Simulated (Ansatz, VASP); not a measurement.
## HgH3: VASP beside Ansatz

The input INCAR:

```
PREC = Accurate
ENCUT = 520
EDIFF = 1E-6
ISMEAR = 0
SIGMA = 0.1
LREAL = F
LASPH = T
NELM = 60
ALGO = Normal
ISIF = 2
LWAVE = F
LCHARG = T
GGA = PE
LELF = T
LVHAR = T
NBANDS = 25
```

File KPOINTS:

```
Automatic mesh
0
Gamma
  4 4 4
```

The input POSCAR:

```
HgH3
1.0
    4.8778036500      0.0000000000      0.0000000000
    0.0000000000      4.8778036500      0.0000000000
    0.0000000000      0.0000000000      4.8778036500
Hg H
2 6
Direct
    0.5000000000      0.5000000000      0.5000000000
    0.0000000000      0.0000000000      0.0000000000
    0.1413488400      0.5000000000      0.5000000000
    0.8586511600      0.5000000000      0.5000000000
    0.5000000000      0.1413488400      0.5000000000
    0.5000000000      0.8586511600      0.5000000000
    0.5000000000      0.5000000000      0.1413488400
    0.5000000000      0.5000000000      0.8586511600
```

Input for Ansatz:

```yaml
crystal:
  lattice:
    - [4.87780365, 0.0, 0.0]
    - [0.0, 4.87780365, 0.0]
    - [0.0, 0.0, 4.87780365]
  atoms:
    - { symbol: Hg, position: [0.5, 0.5, 0.5] }
    - { symbol: Hg, position: [0.0, 0.0, 0.0] }
    - { symbol: H, position: [0.14134884, 0.5, 0.5] }
    - { symbol: H, position: [0.85865116, 0.5, 0.5] }
    - { symbol: H, position: [0.5, 0.14134884, 0.5] }
    - { symbol: H, position: [0.5, 0.85865116, 0.5] }
    - { symbol: H, position: [0.5, 0.5, 0.14134884] }
    - { symbol: H, position: [0.5, 0.5, 0.85865116] }
basis:
  ecutwfc: 420
kpoints:
  mp_grid: { grid: [4, 4, 4] }
hamiltonian:
  xc: pbe
scf:
  occupations: { method: gaussian, width: 0.1 }
  lower_state_search: "off"
output:
  forces: true
  stress: true
  eigenvalues: true
```

Alike in both runs: task single point; functional PBE; k mesh 4 × 4 × 4; occupations gaussian, width 0.1 eV; no spin polarisation.

|  | VASP | Ansatz |
| --- | --- | --- |
| version | VASP 6.6.1 | Ansatz 0.2.0 |
| potentials or method | VASP PAW PBE potentials, release 64 (Hg, H), cutoff 520 eV | scalar-relativistic, plane waves, PAW |
| valence electrons in the cell | 30 | 46 |

```tsv
	VASP	Ansatz	Ansatz less VASP
gap on the k mesh at the Fermi level (eV)	none	none	-
pressure (GPa)	-0.4	-0.6	-0.21
rms of the force components (eV/Å)	0.365	0.325	-0.0394
```

Atom by atom the forces differ by 0.039 eV/Å (rms over components). A gap of «none» marks a metal or a gap that the smearing closes. VASP's potentials hold 30 valence electrons a cell and Ansatz's 46, so a difference there can come from the potentials and not from the codes.

Spin-orbit coupling is off throughout.
